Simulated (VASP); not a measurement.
## Na: single point with LDA

Na:

```
Na
1.0
     2.74645    0.00000    0.00000
     0.00000    2.74645    0.00000
     0.00000    0.00000    2.74645
Na
1
Direct
  0.00000 0.00000 0.00000
```

This cell differs from its parent crystal: volume scaled by 0.58.

```
Program             : VASP 6.6.1
Task                : single point
Functional          : LDA
Potentials or basis : VASP PAW LDA potentials, release 64 (Na_pv)
Cutoff              : 520 eV
k mesh              : 12 × 12 × 12
Occupations         : fermi-dirac, width 0.05 eV
Spin                : no spin polarisation
```

The pressure is 10.9 GPa.

Levels at points of the mesh, in eV from the Fermi level:
```tsv
k point	band 1	band 2	band 3	band 4	band 5	band 6
(0.00, 0.00, 0.00)	-25.07	-25.07	-25.07	-4.71	11.15	11.15
(0.50, 0.00, 0.00)	-25.42	-25.04	-25.04	-0.17	0.81	14.52
(0.50, 0.50, 0.00)	-25.36	-25.36	-25.01	3.53	4.67	4.67
(0.50, 0.50, 0.50)	-25.31	-25.31	-25.31	7.58	7.58	7.58
```

It took 3.7 s on 1 thread of Intel(R) Xeon(R) 6975P-C (Granite Rapids), on a shared host, peak memory 0.12 GiB.
